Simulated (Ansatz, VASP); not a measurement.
## Yb in VASP and in Ansatz

Contents of INCAR:

```
SYSTEM = Yb
  PREC = Accurate
  ENCUT = 520
  EDIFF = 1E-6
  ISMEAR = -1
  SIGMA = 0.05
  LREAL = .FALSE.
  LASPH = .TRUE.
  NELM = 150
  ALGO = Normal
  ISIF = 2
  LWAVE = .FALSE.
  LCHARG = .TRUE.
  LNONCOLLINEAR = .TRUE.
  MAGMOM = 0 0 0
  LORBIT = 11
  LSORBIT = .TRUE.
  GGA_COMPAT = .FALSE.
  LORBMOM = .TRUE.
  LMAXMIX = 6
  GGA = PE
  LVHAR = .TRUE.
  NBANDS = 35
```

The input KPOINTS:

```
Automatic mesh
0
G
  13 13 13
  0 0 0
```

Contents of POSCAR:

```
Yb
1.0
    0.0000000000      2.6112793414      2.6112793414
    2.6112793414      0.0000000000      2.6112793414
    2.6112793414      2.6112793414      0.0000000000
Yb
1
Direct
    0.0000000000      0.0000000000      0.0000000000
```

Input for Ansatz:

```yaml
crystal:
  lattice:
    - [0.0, 2.6112793414, 2.6112793414]
    - [2.6112793414, 0.0, 2.6112793414]
    - [2.6112793414, 2.6112793414, 0.0]
  atoms:
    - { symbol: Yb, position: [0.0, 0.0, 0.0] }
kpoints:
  mp_grid: { grid: [13, 13, 13] }
  band_path:
    path:
      - [0.0, 0.0, 0.0]
      - [0.5, 0.0, 0.5]
      - [0.625, 0.25, 0.625]
      - [0.375, 0.375, 0.75]
      - [0.0, 0.0, 0.0]
      - [0.5, 0.5, 0.5]
      - [0.5, 0.25, 0.75]
      - [0.5, 0.0, 0.5]
    npoints: 5
scf:
  occupations: { method: fermi_dirac, width: 0.05 }
hamiltonian:
  xc: pbe
  pseudopotentials: { kind: all_electron, lapw: { basis_error: 0.00025 } }
output:
  forces: true
  stress: true
  eigenvalues: true
magnetization:
  noncollinear: true
  spin_orbit: true
```

Alike in both runs: task single point; functional PBE; k mesh 13 × 13 × 13; occupations fermi-dirac, width 0.05 eV; non-collinear spin, spin-orbit coupling.

```csv
,VASP,Ansatz
version,VASP 6.6.1,Ansatz 0.2.0
potentials or method,"VASP PAW PBE potentials, release 64 (Yb), cutoff 520 eV",all-electron LAPW
```

```csv
,VASP,Ansatz,Ansatz less VASP
pressure (GPa),-4.5,-0.7,+3.83
```

Ansatz ran all-electron here, and VASP with PAW potentials.
